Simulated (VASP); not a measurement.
# SiO2 (I4/mmm) in VASP: notebook, part 2 of 2

VASP 6.6.1.

### 3 Electric field gradients, revPBE

INCAR

```
SYSTEM = SiO2
ALGO     = Normal         ! electronic algorithm
EDIFF    = 1E-8           ! SCF threshold, eV
ENCUT    = 520            ! plane-wave cutoff, eV
GGA      = RE             ! functional
ISIF     = 2              ! what is computed and relaxed
ISMEAR   = -1             ! smearing method
LASPH    = .TRUE.         ! aspherical terms in the spheres
LCHARG   = .FALSE.        ! write CHGCAR
LEFG     = .TRUE.       
LREAL    = .FALSE.        ! projectors in reciprocal space
LWAVE    = .FALSE.        ! write WAVECAR
NBANDS   = 44             ! bands
NELECT   = 65.0         
NELM     = 100            ! most SCF steps
PREC     = Accurate       ! precision mode
SIGMA    = 0.02           ! smearing width, eV
```

KPOINTS

```
k-points
0
G
  4 4 4
  0 0 0
```

POSCAR

```
SiO2
1.0
   -4.4720405200      4.4720405200      2.6117703500
    4.4720405200     -4.4720405200      2.6117703500
    4.4720405200      4.4720405200     -2.6117703500
Si O
4 8
Direct
    0.1768885800      0.1768885800      0.3537771600
    0.8231114200      0.1768885800      0.0000000000
    0.1768885800      0.8231114200      0.0000000000
    0.8231114200      0.8231114200      0.6462228400
    0.5000000000      0.5000000000      0.5000000000
    0.0000000000      0.5000000000      0.0000000000
    0.5000000000      0.0000000000      0.0000000000
    0.0000000000      0.0000000000      0.5000000000
    0.0000000000      0.2085486600      0.2085486600
    0.7914513400      0.0000000000      0.7914513400
    0.2085486600      0.0000000000      0.2085486600
    0.0000000000      0.7914513400      0.7914513400
```

Potentials or basis: VASP PAW PBE potentials, release 64 (Si, O).

Run with:

```
$ cat potpaw_PBE.64/Si/POTCAR potpaw_PBE.64/O/POTCAR > POTCAR
$ mpirun -np 1 vasp_std > vasp.out
```

OUTCAR:

```text
SYSTEM = SiO2
   EDIFF = 1E-8
   ENCUT = 520
   GGA = RE
   ISIF = 2
   ISMEAR = -1
   LASPH = .TRUE.
   LREAL = .FALSE.
   NELECT = 65.0
   NELM = 100
   PREC = Accurate

 ion  position               nearest neighbor table
   1  0.177  0.177  0.354-   5 1.60   8 1.60   9 1.61  11 1.61
   2  0.823  0.177  0.000-   6 1.60   7 1.60  10 1.61   9 1.61
   3  0.177  0.823  0.000-   7 1.60   6 1.60  12 1.61  11 1.61
   4  0.823  0.823  0.646-   8 1.60   5 1.60  10 1.61  12 1.61
   5  0.500  0.500  0.500-   1 1.60   4 1.60
   6  0.000  0.500  0.000-   2 1.60   3 1.60
   7  0.500  0.000  0.000-   3 1.60   2 1.60
   8  0.000  0.000  0.500-   4 1.60   1 1.60
   9  0.000  0.209  0.209-   1 1.61   2 1.61
  10  0.791  0.000  0.791-   4 1.61   2 1.61
  11  0.209  0.000  0.209-   1 1.61   3 1.61
  12  0.000  0.791  0.791-   4 1.61   3 1.61

[... 874 lines left out ...]
----------------------------------------------------------------------
   1      -3.947    -0.586     4.532       0.742
   2      -3.946    -0.586     4.532       0.742
   3      -3.946    -0.586     4.532       0.742
   4      -3.947    -0.586     4.532       0.742
   5     -50.608   -47.096    97.704       0.036
   6     -50.609   -47.087    97.696       0.036
   7     -50.609   -47.087    97.696       0.036
   8     -50.598   -47.096    97.694       0.036
   9     -50.646   -43.916    94.562       0.071
  10     -50.646   -43.916    94.562       0.071
  11     -50.646   -43.916    94.562       0.071
  12     -50.646   -43.916    94.562       0.071
----------------------------------------------------------------------

           NMR quadrupolar parameters

 Cq : quadrupolar parameter    Cq=e*Q*V_zz/h
 eta: asymmetry parameters     (V_yy - V_xx)/ V_zz
 Q  : nuclear electric quadrupole moment in mb (millibarn)
----------------------------------------------------------------------
 ion       Cq(MHz)       eta       Q (mb)
----------------------------------------------------------------------
   1       0.011       0.742       1.000
   2       0.011       0.742       1.000
   3       0.011       0.742       1.000
   4       0.011       0.742       1.000
   5       0.236       0.036       1.000
   6       0.236       0.036       1.000
   7       0.236       0.036       1.000
   8       0.236       0.036       1.000
   9       0.229       0.071       1.000
  10       0.229       0.071       1.000
  11       0.229       0.071       1.000
  12       0.229       0.071       1.000
----------------------------------------------------------------------
```

OSZICAR:

```text
N       E                     dE             d eps       ncg     rms          rms(c)
DAV:   1     0.471162793857E+03    0.47116E+03   -0.32060E+04  1144   0.130E+03
DAV:   2    -0.582480550195E+02   -0.52941E+03   -0.51200E+03  1492   0.320E+02
DAV:   3    -0.100195513396E+03   -0.41947E+02   -0.41712E+02  1400   0.954E+01
[... 12 lines left out ...]
DAV:  16    -0.862232492783E+02   -0.19729E-07   -0.25929E-07  1372   0.361E-03    0.145E-03
DAV:  17    -0.862232493672E+02   -0.88938E-07   -0.39650E-07  1256   0.253E-03    0.494E-04
DAV:  18    -0.862232494083E+02   -0.41113E-07   -0.26453E-08   968   0.761E-04    0.356E-04
DAV:  19    -0.862232494307E+02   -0.22354E-07   -0.60715E-09   912   0.353E-04    0.197E-04
DAV:  20    -0.862232494397E+02   -0.90340E-08   -0.13071E-09   800   0.244E-04
   1 F= -.86223249E+02 E0= -.86220804E+02  d E =-.489013E-02
```

stdout:

```text
POSCAR found type information on POSCAR SiO
 POSCAR found :  2 types and      12 ions
 scaLAPACK will be used
 -----------------------------------------------------------------------------
|                                                                             |
|                                                                             |
|     You enforced a specific xc type in the INCAR file but a different       |
|     I HOPE YOU KNOW WHAT YOU ARE DOING!                                     |
|                                                                             |
 -----------------------------------------------------------------------------

 LDA part: xc-table for (Slater+PW92), standard interpolation
 POSCAR, INCAR and KPOINTS ok, starting setup
 FFT: planning ... GRIDC
 FFT: planning ... GRID_SOFT
 FFT: planning ... GRID
 WAVECAR not read
 entering main loop
 the old and the new charge density differ
 old charge density:    64.00000 new   65.00000
    0.320E+01
ion   1

ion   2

ion   3

ion   4

ion   5

ion   6

ion   7

ion   8

ion   9

ion  10

ion  11

ion  12
```

It took 3.2 min on 1 thread of AMD EPYC 9R45 (Zen 5), shared host; peak memory 0.38 GiB.

Results:

- Free energy: -86.2232 eV
- Largest force: 0.487 eV/Å

Forces on the atoms (eV/Å):
```
Si  -0.179 -0.179  0.000
Si  -0.179  0.179  0.000
Si   0.179 -0.179  0.000
Si   0.179  0.179  0.000
O    0.000  0.000  0.000
O    0.000  0.000  0.000
O    0.000  0.000  0.000
O    0.000  0.000  0.000
O    0.487  0.000  0.000
O    0.000 -0.487  0.000
O    0.000  0.487  0.000
O   -0.487  0.000  0.000
```

Levels at points of the mesh, in eV from the Fermi level:
```
           k point  band 30  band 31  band 32  band 33  band 34  band 35
(0.00, 0.00, 0.00)    -7.17    -6.50    -6.50    -1.30     1.41     2.10
(0.50, 0.00, 0.00)    -7.26    -7.08    -6.73     0.82     1.03     1.75
(0.50, 0.50, 0.00)    -6.87    -6.86    -6.73    -0.16     0.16     2.03
(0.50, 0.50, 0.50)    -6.66    -6.49    -6.49     0.70     1.05     1.11
```

Electric field gradients, principal values (V/Å²):
| atom | least | middle | greatest (by size) |
| --- | --- | --- | --- |
| 1 Si | -0.586 | -3.947 | 4.532 |
| 2 Si | -0.586 | -3.946 | 4.532 |
| 3 Si | -0.586 | -3.946 | 4.532 |
| 4 Si | -0.586 | -3.947 | 4.532 |
| 5 O | -47.096 | -50.608 | 97.704 |
| 6 O | -47.087 | -50.609 | 97.696 |
| 7 O | -47.087 | -50.609 | 97.696 |
| 8 O | -47.096 | -50.598 | 97.694 |
| 9 O | -43.916 | -50.646 | 94.562 |
| 10 O | -43.916 | -50.646 | 94.562 |
| 11 O | -43.916 | -50.646 | 94.562 |
| 12 O | -43.916 | -50.646 | 94.562 |

Caveat: the cell carries a net charge on a neutralising background, which shifts energy and pressure; the cell is charged against a uniform background, so pressure and absolute levels hang on convention; without QUAD_EFG the Cq values of the log hold for a quadrupole moment of 1 mb, not for the nuclei; the PAW data sets were made with another functional, which shifts forces and pressure a little; an odd number of electrons without spin polarisation forces a metal; a magnetic or distorted state may lie lower.
